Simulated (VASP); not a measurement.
# Se (P3_121) in VASP: single point with PBEsol

Aim: the single point of Se with PBEsol.

Everything below comes from runs of VASP 6.6.1. Logs are shortened: lines on timing, memory, paths and dates and some standing lists are left out, and cuts for length are marked.

### 1 The cell of the first run

The structure is trigonal, space group P3_121 (No. 152). The conventional cell has a = 4.038 Å, b = 4.038 Å, c = 5.121 Å, α = 90.00°, β = 90.00°, γ = 120.00°. Se (site symmetry 2) has 6 Se at 2.44 to 3.17 Å within 3.2 Å.

### 2 Single point, PBEsol

INCAR reads:

```
SYSTEM = Se
PREC = Accurate
ENCUT = 520
EDIFF = 1E-7
ISMEAR = 0
SIGMA = 0.02
LREAL = .False.
LASPH = .True.
NELM = 60
ALGO = Normal
ISIF = 2
LWAVE = .False.
LCHARG = .False.
GGA = PS
NBANDS = 16
```

KPOINTS reads:

```
Automatic mesh
0
Gamma
  15 15 10
  0 0 0
```

POSCAR reads:

```
Se
1.0
    4.0384519315      0.0000000000      0.0000000000
   -2.0192259658      3.4974019647      0.0000000000
    0.0000000000      0.0000000000      5.1206514004
Se
3
Direct
    0.2487285676      0.0000000000      0.3333333333
    0.0000000000      0.2487285676      0.6666666667
    0.7512714324      0.7512714324      0.0000000000
```

Potentials or basis: VASP PAW PBE potentials, release 64 (Se).

Started as:

```sh
$ cat potpaw_PBE.64/Se/POTCAR > POTCAR
$ mpirun -np 1 vasp_std > vasp.out
```

OUTCAR:

```text
SYSTEM = Se
   PREC = Accurate
   ENCUT = 520
   EDIFF = 1E-7
   ISMEAR = 0
   LREAL = .False.
   LASPH = .True.
   NELM = 60
   ISIF = 2
   GGA = PS

 ion  position               nearest neighbor table
   1  0.249  0.000  0.333-   3 2.44   2 2.44
   2  0.000  0.249  0.667-   3 2.44   1 2.44
   3  0.751  0.751  0.000-   1 2.44   2 2.44

  LATTYP: Found a hexagonal cell.
 ALAT       =     4.0384519315
 C/A-ratio  =     1.2679738393

  Lattice vectors:

 A1 = (   4.0384519315,   0.0000000000,   0.0000000000)
 A2 = (  -2.0192259658,   3.4974019647,   0.0000000000)
 A3 = (   0.0000000000,   0.0000000000,   5.1206514004)

Analysis of symmetry for initial positions (statically):
=====================================================================
 Subroutine PRICEL returns:
 Original cell was already a primitive cell.

 Routine SETGRP: Setting up the symmetry group for a
 hexagonal supercell.

 Subroutine GETGRP returns: Found  6 space group operations
 (whereof  2 operations were pure point group operations)
 out of a pool of 24 trial point group operations.

The static configuration has the point symmetry C_2 .
 The point group associated with its full space group is D_3 .

Analysis of symmetry for dynamics (positions and initial velocities):
=====================================================================
 Subroutine PRICEL returns:
 Original cell was already a primitive cell.

 Routine SETGRP: Setting up the symmetry group for a
 hexagonal supercell.

 Subroutine GETGRP returns: Found  6 space group operations
 (whereof  2 operations were pure point group operations)
 out of a pool of 24 trial point group operations.

The dynamic configuration has the point symmetry C_2 .
 The point group associated with its full space group is D_3 .

 Subroutine INISYM returns: Found  6 space group operations
 (whereof  2 operations are pure point group operations),
 and found     1 'primitive' translations

----------------------------------------------------------------------------------------

                                     Primitive cell

  volume of cell :      72.3245

  direct lattice vectors                    reciprocal lattice vectors
     4.038451932  0.000000000  0.000000000     0.247619637  0.142963264  0.000000000
    -2.019225966  3.497401965  0.000000000     0.000000000  0.285926528  0.000000000
     0.000000000  0.000000000  5.120651400     0.000000000  0.000000000  0.195287654

  length of vectors
     4.038451932  4.038451932  5.120651400     0.285926528  0.285926528  0.195287654

  position of ions in fractional coordinates (direct lattice)
     0.248728568  0.000000000  0.333333333
     0.000000000  0.248728568  0.666666667
     0.751271432  0.751271432  0.000000000

  ion indices of the primitive-cell ions
   primitive index   ion index
                 1           1
                 2           2
                 3           3

----------------------------------------------------------------------------------------

 KPOINTS: Automatic mesh

Automatic generation of k-mesh.
 Grid dimensions read from file:
 generate k-points for:   15   15   10

 Generating k-lattice:

  Cartesian coordinates                     Fractional coordinates (reciprocal lattice)
     0.016507976  0.009530884  0.000000000     0.066666667 -0.000000000  0.000000000
     0.000000000  0.019061769  0.000000000     0.000000000  0.066666667  0.000000000
     0.000000000  0.000000000  0.019528765     0.000000000  0.000000000  0.100000000

  Length of vectors
     0.019061769  0.019061769  0.019528765

  Shift w.r.t. Gamma in fractional coordinates (k-lattice)
     0.000000000  0.000000000  0.000000000

 Subroutine IBZKPT returns following result:
 ===========================================

 Found    238 irreducible k-points:

 Following reciprocal coordinates:
            Coordinates               Weight
  0.000000  0.000000  0.000000      1.000000
  0.066667 -0.000000  0.000000      6.000000
  0.133333  0.000000  0.000000      6.000000
  0.200000  0.000000  0.000000      6.000000
  0.266667  0.000000  0.000000      6.000000
  0.333333  0.000000  0.000000      6.000000
[... 16 lines left out ...]
  0.333333  0.200000  0.000000     12.000000
  0.400000  0.200000  0.000000      6.000000
 [... further k-points ...]
   k-points           NKPTS =    238   k-points in BZ     NKDIM =    238   number of bands    NBANDS=     16
   number of dos      NEDOS =    301   number of ions     NIONS =      3
   total plane-waves  NPLWV =  36000
   dimension x,y,z NGX =    30 NGY =   30 NGZ =   40
   dimension x,y,z NGXF=    60 NGYF=   60 NGZF=   80
   ions per type =               3
   NGX,Y,Z   is equivalent  to a cutoff of  12.35, 12.35, 12.99 a.u.
   NGXF,Y,Z  is equivalent  to a cutoff of  24.70, 24.70, 25.97 a.u.
 SYSTEM =  Se
   PREC   = accura    normal or accurate (medium, high low for compatibility)
   ISTART =      0    job   : 0-new  1-cont  2-samecut
   ICHARG =      2    charge: 1-file 2-atom 10-const
   ISPIN  =      1    spin polarized calculation?
   LNONCOLLINEAR =      F non collinear calculations
   LSORBIT =      F    spin-orbit coupling
   LASPH  =      T    aspherical Exc in radial PAW
   ENCUT  =  520.0 eV  38.22 Ry    6.18 a.u.   7.51  7.51  9.52*2*pi/ulx,y,z
   NELM   =     60;   NELMIN=  2; NELMDL= -5     # of ELM steps
   EDIFF  = 0.1E-06   stopping-criterion for ELM
   LREAL  =      F    real-space projection
   EDIFFG = 0.1E-05   stopping-criterion for IOM
   NSW    =      0    number of steps for IOM
   IBRION =     -1    ionic relax: 0-MD 1-quasi-New 2-CG
   NFREE  =      0    steps in history (QN), initial steepest desc. (CG)
   ISIF   =      2    stress and relaxation
   ISYM   =      2    0-nonsym 1-usesym 2-fastsym
   POTIM  = 0.5000    time-step for ionic-motion
   TEBEG  =    0.0;   TEEND  =   0.0 temperature during run
   PSTRESS=    0.0 pullay stress
   NELECT =      18.0000    total number of electrons
   NUPDOWN=      -1.0000    fix difference up-down
   EMIN   =  10.00;   EMAX   =-10.00  energy-range for DOS
   EFERMI =   0.00;   METHOD = LEGACY
   ISMEAR =     0;   SIGMA  =   0.02  broadening in eV -4-tet -1-fermi 0-gaus
   EFERMI_NEDOS =   21; number of points for ismear=-14 and -15
   IALGO  =     38    algorithm
   IMIX   =      4    mixing-type and parameters
     AMIX     =   0.40;   BMIX     =  1.00
     AMIX_MAG =   1.60;   BMIX_MAG =  1.00
  volume/ion in A,a.u.               =      24.11       162.69
  Fermi-wavevector in a.u.,A,eV,Ry     =   1.029763  1.945969 14.427767  1.060411
  Thomas-Fermi vector in A             =   2.163827
   LORBIT       =      0    0 simple, 1 ext, 2 COOP (PROOUT), +10 PAW based schemes
   GGA     = PS    functional components
   LHFCALC =     F    Hartree Fock is set to
   AEXX    =    0.0000 exact exchange contribution
   IVDW    =     0    specifies the selected vdW correction
   LEPSILON=     F    determine dielectric tensor
   LRPA    =     F    only Hartree local field effects (RPA)
 non-spin polarized calculation
 Gauss-broadening in eV      SIGMA  =   0.02
  energy-cutoff  :      520.00
  volume of cell :       72.32
 maximum number of plane-waves:      1976
 NGX is ok and might be reduce to    30
   NGX = 15   NGY = 15   NGZ = 19

 number of electron      18.0000001 magnetization

 Free energy of the ion-electron system (eV)
  ---------------------------------------------------
  ext. energy  EPLUGINS =         0.00000000
  ---------------------------------------------------
  free energy    TOTEN  =       -11.56089117 eV

  energy without entropy =      -11.56089117  energy(sigma->0) =      -11.56089117

 E-fermi :   3.9488     XC(G=0):  -9.6898

 val. band max:        3.7832393230   @ k =   0.4000   0.2000   0.5000
 cond. band min:       4.1944439241   @ k =   0.3333   0.3333   0.5000
 fundamental gap:      0.4112046011
 Fermi energy:         3.9488460318

 k-point     1 :       0.0000    0.0000    0.0000
  band No.  band energies     occupation
      1     -12.3318      2.00000
      2      -8.2228      2.00000
      3      -8.2228      2.00000
      4       0.0528      2.00000
      5       0.2937      2.00000
      6       0.2937      2.00000
[... 8 lines left out ...]
     15      10.5404      0.00000
     16      12.0602      0.00000

 k-point     2 :       0.0667   -0.0000    0.0000
  band No.  band energies     occupation
      1     -12.3010      2.00000
      2      -8.2357      2.00000
      3      -8.2150      2.00000
      4      -0.2431      2.00000
      5       0.1333      2.00000
      6       0.3241      2.00000
[... 8 lines left out ...]
     15      10.7660      0.00000
     16      11.9262      0.00000

 k-point     3 :       0.1333    0.0000    0.0000
  band No.  band energies     occupation
      1     -12.2105      2.00000
      2      -8.2785      2.00000
      3      -8.1924      2.00000
      4      -0.7565      2.00000
      5      -0.1734      2.00000
      6       0.2371      2.00000
[... 8 lines left out ...]
     15      11.2345      0.00000
     16      11.9176      0.00000

 k-point     4 :       0.2000    0.0000    0.0000
  band No.  band energies     occupation
      1     -12.0668      2.00000
      2      -8.3613      2.00000
      3      -8.1579      2.00000
      4      -1.2333      2.00000
      5      -0.4954      2.00000
      6       0.0685      2.00000
[... 8 lines left out ...]
     15      11.6471      0.00000
     16      12.2429      0.00000
[... 324 lines left out ...]
 k-point    22 :       0.2667    0.2000    0.0000
  band No.  band energies     occupation
      1     -11.4578      2.00000
      2      -8.6764      2.00000
      3      -8.2398      2.00000
      4      -1.6805      2.00000
      5      -1.4822      2.00000
      6       0.0869      2.00000
[... 8 lines left out ...]
     15      12.8826      0.00000
     16      13.8852      0.00000

 k-point    23 :       0.3333    0.2000    0.0000
  band No.  band energies     occupation
      1     -11.3242      2.00000
      2      -8.7642      2.00000
      3      -8.2700      2.00000
      4      -1.6893      2.00000
      5      -1.4668      2.00000
      6       0.0588      2.00000
[... 8 lines left out ...]
     15      12.9241      0.00000
     16      13.7287      0.00000

 k-point    24 :       0.4000    0.2000    0.0000
  band No.  band energies     occupation
      1     -11.2730      2.00000
      2      -8.8007      2.00000
      3      -8.2806      2.00000
      4      -1.6837      2.00000
      5      -1.4513      2.00000
      6       0.1495      2.00000
[... 8 lines left out ...]
     15      12.4506      0.00000
     16      14.1391      0.00000

 [... further k-points ...]
[... 5 lines left out ...]
  --------------------------------------------------------------------------------------
  -------------------------------------------------------------------------------------
  Total        0.0632737      0.0632737      0.1197010     -0.0000000      0.0000000      0.0000000
  in kB        1.4016774      1.4016774      2.6516891     -0.0000000      0.0000000      0.0000000
  external PRESSURE =       1.8183480 kB  Pullay stress =       0.0000000 kB

 VOLUME and BASIS-vectors are now :
 -----------------------------------------------------------------------------
  energy-cutoff  :      520.00
  volume of cell :       72.32
      direct lattice vectors                 reciprocal lattice vectors
     4.038451932  0.000000000  0.000000000     0.247619637  0.142963264  0.000000000
    -2.019225966  3.497401965  0.000000000     0.000000000  0.285926528  0.000000000
     0.000000000  0.000000000  5.120651400     0.000000000  0.000000000  0.195287654

 POSITION                                       TOTAL-FORCE (eV/Angst)
 -----------------------------------------------------------------------------------
      1.00448      0.00000      1.70688         0.031146      0.000000     -0.000000
     -0.50224      0.86990      3.41377        -0.015573      0.026973      0.000000
      1.51699      2.62750      0.00000        -0.015573     -0.026973      0.000000
 -----------------------------------------------------------------------------------
    total drift:                               -0.000001     -0.000001      0.000000

  FREE ENERGIE OF THE ION-ELECTRON SYSTEM (eV)
  ---------------------------------------------------
  free  energy   TOTEN  =       -11.5608911713 eV

  energy  without entropy=      -11.5608911713  energy(sigma->0) =      -11.56089117
```

It took 4.6 min on 1 thread of Intel Xeon 6975P-C, shared host; peak memory 0.34 GiB.

Results:

```yaml
Free_energy: -11.5609 eV
Pressure: 0.2 GPa
Largest_force: 0.031 eV/Å
Band_gap_on_the_k_mesh: 0.41 eV, indirect (least direct gap 0.44 eV)
```

Forces on the atoms (eV/Å):
```
Se   0.031  0.000  0.000
Se  -0.016  0.027  0.000
Se  -0.016 -0.027  0.000
```

Stress tensor (GPa, compression positive):
```
0.14 0.00 0.00
0.00 0.14 0.00
0.00 0.00 0.27
```

Caveat: the PAW data sets were made with another functional, which shifts forces and pressure a little.
